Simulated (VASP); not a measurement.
WC, 16 atoms in the cell. The typed cell holds 16 atoms: a = 6.078 Å, b = 5.263 Å, c = 5.928 Å, α = 90.00°, β = 90.00°, γ = 90.00°. 

```yaml
Program: VASP 6.6.1
Task: single point
Functional: PBE
Potentials_or_basis: VASP PAW PBE potentials, release 64 (W_sv, C)
Cutoff: 520 eV
k_mesh: 2 × 2 × 2
Occupations: fermi-dirac, width 0.36 eV
Spin: no spin polarisation
Dipole_correction: no
Further_INCAR_settings: LREAL = Auto; ALGO = Normal; EDIFF = 1e-06; NBANDS = 86
```

Potentials or basis: VASP PAW PBE potentials, release 64 (W_sv, C).

Command:

```console
$ cat potpaw_PBE.64/W_sv/POTCAR potpaw_PBE.64/C/POTCAR > POTCAR
$ mpirun -np 1 vasp_std > vasp.out
```

Hardware: 1 thread of Intel(R) Xeon(R) Platinum 8259CL CPU @ 2.50GHz (Skylake/Cascade Lake), on a shared host.

**Question.** Estimate the wall time of this run.

**Answer.** It took 5.8 min on 1 thread of Intel(R) Xeon(R) Platinum 8259CL CPU @ 2.50GHz (Skylake/Cascade Lake), with other jobs on the host, peak memory 0.33 GiB. Counts: scf iterations 17, k points 8.
